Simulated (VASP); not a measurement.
A run of VASP 6.6.1 is set up as follows.

The input INCAR:

```
SYSTEM = Be
PREC = Accurate
ENCUT = 520
EDIFF = 1E-8
ISMEAR = -1
SIGMA = 0.03
LREAL = .False.
LASPH = .True.
NELM = 60
ALGO = Normal
ISIF = 2
LWAVE = .False.
LCHARG = .False.
GGA = PS
LEFG = .True.
NBANDS = 7
```

File KPOINTS:

```
Automatic mesh
0
Gamma
  23 23 23
  0 0 0
```

POSCAR

```
Be
1.0
   -1.2405897418      1.2531209513      1.2531209513
    1.2531209513     -1.2405897418      1.2531209513
    1.2531209513      1.2531209513     -1.2405897418
Be
1
Direct
    0.0000000000      0.0000000000      0.0000000000
```

Potentials or basis: VASP PAW PBE potentials, release 64 (Be).

Launch:

```sh
$ cat potpaw_PBE.64/Be/POTCAR > POTCAR
$ mpirun -np 1 vasp_std > vasp.out
```

(1) Predict the pressure.

(2) Predict the band gap on the k mesh.

Results:

(1) -1.6 GPa.

(2) zero (bands 1 and 2 overlap by 4.84 eV).

Caveat: the cell differs from its parent crystal (equal xy, yz and zx shear strains of +1 %); without QUAD_EFG the Cq values of the log hold for a quadrupole moment of 1 mb, not for the nuclei; the PAW data sets were made with another functional, which shifts forces and pressure a little.
